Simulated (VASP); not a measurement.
Cu, 1 atom in the cell. It takes space group I4/mmm (No. 139, tetragonal). Conventional cell: a = 3.173 Å, b = 3.173 Å, c = 2.638 Å, α = 90.00°, β = 90.00°, γ = 90.00°. Within 3.4 Å of Cu (site symmetry 4/mmm) lie 14 Cu at 2.60 to 3.17 Å.  This cell differs from its parent crystal: volume 13.278 Å^3 an atom, c/a of the conventional cell 0.8315.

* Program: VASP 6.6.1
* Task: single point
* Functional: PBE
* Potentials or basis: VASP PAW PBE potentials, release 64 (Cu)
* Cutoff: 520 eV
* k mesh: 24 × 24 × 24
* Occupations: gaussian, width 0.15 eV
* Spin: no spin polarisation
* Dipole correction: no
* Further INCAR settings: ALGO = Fast; EDIFF = 1e-07; NBANDS = 12

Potentials or basis: VASP PAW PBE potentials, release 64 (Cu).

Launch:

```bash
$ cat potpaw_PBE.64/Cu/POTCAR > POTCAR
$ mpirun -np 1 vasp_std > vasp.out
```

Hardware: 1 thread of AMD EPYC 7R43 64-Core Processor (Zen 3) (shared host).

Problem. How long does it take, and how much memory?

Solution. Run time: 2.9 min on 1 thread of AMD EPYC 7R43 64-Core Processor (Zen 3), on a shared host, peak memory 0.23 GiB. Counts: scf iterations 15, k points 1063.
